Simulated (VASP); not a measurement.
A run of VASP 6.6.1:

INCAR

```
PREC     = Accurate       # precision mode
ENCUT    = 520            # plane-wave cutoff, eV
EDIFF    = 1E-6           # SCF threshold, eV
ISMEAR   = 0              # smearing method
SIGMA    = 0.1            # smearing width, eV
LREAL    = False          # projectors in reciprocal space
LASPH    = True           # aspherical terms in the spheres
NELM     = 80             # most SCF steps
ALGO     = Normal         # electronic algorithm
ISIF     = 2              # what is computed and relaxed
LWAVE    = False          # write WAVECAR
LCHARG   = False          # write CHGCAR
GGA      = PE             # functional
NBANDS   = 30             # bands
```

Contents of KPOINTS:

```
Automatic mesh
0
Gamma
  4 4 4
```

POSCAR

```
TaAl3N4
1.0
    4.7140467400      0.0000000000      0.0000000000
    0.0000000000      4.7140467400      0.0000000000
    0.0000000000      0.0000000000      4.7140467400
Ta Al N
1 3 4
Direct
    0.0000000000      0.0000000000      0.0000000000
    0.0000000000      0.5000000000      0.5000000000
    0.5000000000      0.0000000000      0.5000000000
    0.5000000000      0.5000000000      0.0000000000
    0.2500000000      0.2500000000      0.7500000000
    0.2500000000      0.7500000000      0.2500000000
    0.7500000000      0.2500000000      0.2500000000
    0.7500000000      0.7500000000      0.7500000000
```

Potentials or basis: VASP PAW PBE potentials, release 64 (Ta_pv, Al, N).

Command:

```console
$ cat potpaw_PBE.64/Ta_pv/POTCAR potpaw_PBE.64/Al/POTCAR potpaw_PBE.64/N/POTCAR > POTCAR
$ mpirun -np 1 vasp_std > vasp.out
```

Hardware: 1 thread of AMD EPYC 7R13, on a shared host.

Estimate the wall time of this run.

Run time: 47 s on 1 thread of AMD EPYC 7R13 (shared host), peak memory 0.18 GiB. Counts: scf iterations 14, k points 10.
